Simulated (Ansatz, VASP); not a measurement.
## Two plane-wave programs on InSb3

```
In Sb
1.0
     0.00000    3.77243    3.77243
     3.77243    0.00000    3.77243
     3.77243    3.77243    0.00000
In Sb
1 3
Direct
  0.00000 0.00000 0.00000
  0.25000 0.25000 0.25000
  0.75000 0.75000 0.75000
  0.50000 0.50000 0.50000
```

Alike in both runs: functional r2SCAN; k mesh 10 × 10 × 10; occupations gaussian, width 0.1 eV; no spin polarisation.

Ansatz relaxed the structure, and its values are those at the end. VASP's run is a single point on that final structure, the one shown.

```csv
,VASP,Ansatz
version,VASP 6.6.1,Ansatz 0.2.0
potentials or method,"VASP PAW PBE potentials, release 64 (In_d, Sb), cutoff 520 eV","scalar-relativistic, plane waves, PAW"
valence electrons in the cell,28,58
```

VASP gave:

| Quantity | Value |
| --- | --- |
| gap on the k mesh at the Fermi level (eV) | none |
| pressure (GPa) | -0.1 |

Question: Estimate Ansatz's values.

Answer: gap on the k mesh at the Fermi level (eV): none; pressure (GPa): 0.0.

VASP's potentials were made for PBE, not for r2SCAN. A gap of «none» marks a metal or a gap that the smearing closes. VASP's potentials hold 28 valence electrons a cell and Ansatz's 58, so a difference there can come from the potentials and not from the codes.

Neither program's run includes spin-orbit coupling.
